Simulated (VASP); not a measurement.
# RbBr: relaxation of cell and atoms with BLYP

RbBr:

```xyz
2
Lattice="4.1261 0.0000 0.0000 0.0000 4.1261 0.0000 0.0000 0.0000 4.1261" Properties=species:S:1:pos:R:3 pbc="T T T"
Rb    0.0000    0.0000    0.0000
Br    2.0630    2.0630    2.0630
```

- Program: VASP 6.6.1
- Task: relaxation of cell and atoms
- Functional: BLYP
- Potentials or basis: VASP PAW PBE potentials, release 64 (Rb_sv, Br)
- Cutoff: 600 eV
- k mesh: 7 × 7 × 7
- Occupations: fermi-dirac, width 0.05 eV
- Spin: no spin polarisation
- Dipole correction: no
- Further INCAR settings: ALGO = Normal; EDIFF = 1e-07; IBRION = 2; EDIFFG = -0.01; NSW = 60; ISIF = 3

```json
{"Relaxed volume": "39.76 Å³/atom", "Relaxed cell": "a = 4.300 Å, b = 4.300 Å, c = 4.300 Å, α = 90.00°, β = 90.00°, γ = 90.00°", "Space group after relaxing (to 0.1 Å)": "Pm-3m (No. 221)", "Energy gained by relaxing": "25.6 meV/atom", "Ionic steps": "4", "Pressure after relaxing": "0.0 GPa", "Band gap on the k mesh": "3.75 eV (least direct gap 3.88 eV)"}
```

Step by step:
```tsv
step	energy change (eV)	largest force (eV/Å)	pressure (GPa)	volume (Å³)
1	0.0000	0.0000	2.00	70.24
2	-0.0396	0.0000	0.84	74.80
3	-0.0509	0.0000	-0.12	80.25
4	-0.0512	0.0000	-0.01	79.53
```

Final structure:
```
Rb Br
1.0
     4.30040    0.00000    0.00000
     0.00000    4.30040    0.00000
     0.00000    0.00000    4.30040
Rb Br
1 1
Direct
  0.00000 0.00000 0.00000
  0.50000 0.50000 0.50000
```

Levels at points of the mesh, in eV from the valence-band top:
| k point | band 4 | band 5 | band 6 | band 7 | band 8 | band 9 | band 10 | band 11 | band 12 |
| --- | --- | --- | --- | --- | --- | --- | --- | --- | --- |
| (0.00, 0.00, 0.00) | -9.34 | -9.34 | -0.12 | -0.12 | -0.12 | 3.75 | 5.73 | 5.73 | 9.47 |

It took 58 s on 1 thread of Intel(R) Xeon(R) 6975P-C (Granite Rapids), with other jobs on the host, peak memory 0.22 GiB.

Caveat: the PAW data sets were made with another functional, which shifts forces and pressure a little; an odd mesh through Γ misses points on the zone boundary, where band edges can lie.
